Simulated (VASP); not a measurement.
A run of VASP 6.6.1 is set up as follows.

File INCAR:

```
PREC = Accurate
ENCUT = 520
EDIFF = 1E-7
ISMEAR = 0
SIGMA = 0.1
LREAL = False
LASPH = True
NELM = 80
ALGO = Normal
ISIF = 2
LWAVE = False
LCHARG = False
GGA = CA
NBANDS = 15
```

KPOINTS

```
Automatic mesh
0
Gamma
  6 6 6
```

Contents of POSCAR:

```
SrO
1.0
    0.0000000000      2.5800000000      2.5800000000
    2.5800000000      0.0000000000      2.5800000000
    2.5800000000      2.5800000000      0.0000000000
Sr O
1 1
Direct
    0.0000000000      0.0000000000      0.0000000000
    0.5000000000      0.5000000000      0.5000000000
```

Potentials or basis: VASP PAW LDA potentials, release 64 (Sr_sv, O).

The run is started by

```sh
$ cat potpaw_LDA.64/Sr_sv/POTCAR potpaw_LDA.64/O/POTCAR > POTCAR
$ mpirun -np 1 vasp_std > vasp.out
```

Problem. Estimate the band gap on the k mesh.

Solution. 3.11 eV, indirect (least direct gap 3.20 eV).

Problem. Estimate the pressure.

Solution. -4.5 GPa.

A k mesh can miss the band edges. LDA gaps usually lie below the measured ones, often by a third to a half.
